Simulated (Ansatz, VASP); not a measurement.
# Sr2LuNiO6 in VASP and in Ansatz

```
CELL_PARAMETERS angstrom
0.00000 5.75909 0.00000
5.75909 0.00000 0.00000
2.87954 2.87954 -4.10036
ATOMIC_POSITIONS crystal
O 0.22700 0.28900 0.00000
O 0.28900 0.77300 0.00000
O 0.77300 0.71100 0.00000
O 0.71100 0.22700 0.00000
O 0.25500 0.25500 0.49000
O 0.74500 0.74500 0.51000
Lu 0.50000 0.50000 0.00000
Sr 0.75000 0.25000 0.50000
Sr 0.25000 0.75000 0.50000
Ni 0.00000 0.00000 0.00000
```

Alike in both runs: task single point; functional r2SCAN; k mesh 5 × 5 × 5; no spin polarisation.

|  | VASP | Ansatz |
| --- | --- | --- |
| version | VASP 6.6.1 | Ansatz 0.2.0 |
| potentials or method | VASP PAW PBE potentials, release 64 (O, Lu, Sr_sv, Ni), cutoff 520 eV | PAW plane waves |
| occupations | fermi-dirac, width 0.1 eV | fermi-dirac |
| valence electrons in the cell | 91 | 99 |

VASP gave:

```
gap on the k mesh at the Fermi level (eV)                     : none
pressure (GPa)                                                : -2.1
traceless stress, the component that is largest in VASP (GPa) : -1.11
rms of the force components (eV/Å)                            : 2.033
```

Question: Which values does Ansatz return?

Answer: gap on the k mesh at the Fermi level (eV): none; pressure (GPa): -3.7; traceless stress, the component that is largest in VASP (GPa): -1.02; rms of the force components (eV/Å): 1.920.

VASP's potentials were made for PBE, not for r2SCAN. Atom by atom the forces differ by 0.113 eV/Å (rms over components). A gap of «none» marks a metal or a gap that the smearing closes. VASP's potentials hold 91 valence electrons a cell and Ansatz's 99, so a difference there can come from the potentials and not from the codes.

Neither program's run includes spin-orbit coupling.
